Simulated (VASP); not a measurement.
Wanted: the native input for a VASP 6.6.1 run.

```yaml
Task: single point
Functional: revPBE
Potentials_or_basis: VASP PAW PBE potentials, release 64 (Cu, O)
Cutoff: 520 eV
k_mesh: 10 × 10 × 5
Occupations: fermi-dirac, width 0.05 eV
Spin: no spin polarisation
Dipole_correction: no
Further_INCAR_settings: ALGO = Normal; EDIFF = 1e-06; NBANDS = 25
```

The structure of CuO lies in POSCAR:

```
CuO
1.0
    2.3726673498     -1.7338196878      0.0000000000
    2.3726673498      1.7338196878      0.0000000000
   -0.8612132810      0.0000000000      5.1244279405
Cu O
2 2
Direct
    0.5000000000      0.0000000000      0.5000000000
    0.0000000000      0.5000000000      0.0000000000
    0.4184000000      0.5816000000      0.7500000000
    0.5816000000      0.4184000000      0.2500000000
```

One way to write it, as run:

INCAR

```
PREC = Accurate ; ENCUT = 520
EDIFF = 1E-6 ; ISMEAR = -1
SIGMA = 0.05 ; LREAL = False
LASPH = True ; NELM = 100
ALGO = Normal ; ISIF = 2
LWAVE = False ; LCHARG = True
GGA = RE ; LELF = True
LVHAR = True ; NBANDS = 25
```

KPOINTS

```
regular mesh
0
Gamma
  10 10 5
```

Potentials or basis: VASP PAW PBE potentials, release 64 (Cu, O).

The run is started by

```sh
$ cat potpaw_PBE.64/Cu/POTCAR potpaw_PBE.64/O/POTCAR > POTCAR
$ mpirun -np 1 vasp_std > vasp.out
```

Results of the run:

```json
{
  "Pressure": "3.5 GPa",
  "Largest force": "0.286 eV/Å",
  "Band gap on the k mesh": "zero (bands 17 and 18 overlap by 0.60 eV)"
}
```

Caveat: the cell stands under pressure; the PAW data sets were made with another functional, which shifts forces and pressure a little; semilocal functionals often make such compounds metallic where correlation or magnetic order opens a gap, which also shifts bond lengths.

Run time: 66 s on 1 thread of Intel(R) Xeon(R) 6975P-C (Granite Rapids) (shared host), peak memory 0.25 GiB.
